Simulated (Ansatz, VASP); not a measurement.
**W in VASP and in Ansatz**

```
W
1.0
     2.54170    0.00000    0.00000
    -1.27085    2.20118    0.00000
     0.00000    0.00000    2.34681
W
1
Direct
  0.00000 0.00000 0.00000
```

Change from the starting cell: volume scaled by 0.75, LAPW.

Alike in both runs: task single point; functional PBE; k mesh 18 × 18 × 16; occupations fermi-dirac, width 0.08 eV; no spin polarisation.

```csv
,VASP,Ansatz
version,VASP 6.6.1,Ansatz 0.2.0
potentials or method,"VASP PAW PBE potentials, release 64 (W_sv), cutoff 520 eV","all-electron LAPW, scalar-relativistic"
```

```tsv
	VASP	Ansatz	Ansatz less VASP
pressure (GPa)	123.3	118.8	-4.46
traceless stress, the component that is largest in VASP (GPa)	1.67	-0.21	-1.884
```

Both programs put the cell under a high pressure, so it lies far from rest at this level. Ansatz ran all-electron here, and VASP with PAW potentials.

Spin-orbit coupling is off throughout. Noted on VASP's run: the cell as given lies far from equilibrium.
